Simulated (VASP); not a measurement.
Input of a VASP 6.6.1 run:

Contents of INCAR:

```
PREC = Accurate
ENCUT = 520
EDIFF = 1E-6
ISMEAR = -1
SIGMA = 0.15
LREAL = F
LASPH = T
NELM = 80
ALGO = Normal
ISIF = 2
LWAVE = F
LCHARG = F
GGA = PE
NBANDS = 11
```

The input KPOINTS:

```
regular mesh
0
Gamma
  24 24 12
```

POSCAR

```
C
1.0
    2.4664998314      0.0000000000      0.0000000000
   -1.2332499157      2.1360515124      0.0000000000
    0.0000000000      0.0000000000      4.5224425652
C
2
Direct
    0.3333333333      0.6666666667      0.5000000000
    0.6666666667      0.3333333333      0.5000000000
```

Potentials or basis: VASP PAW PBE potentials, release 64 (C).

Launch:

```console
$ cat potpaw_PBE.64/C/POTCAR > POTCAR
$ mpirun -np 1 vasp_std > vasp.out
```

(1) Estimate the band gap on the k mesh.

(2) Predict the pressure.

Answers

(1) zero (bands 4 and 5 overlap by 0.16 eV).

(2) 0.3 GPa.

Caveat: this functional lacks dispersion, which binds the layers, so the pressure and a relaxed spacing across them are unreliable.
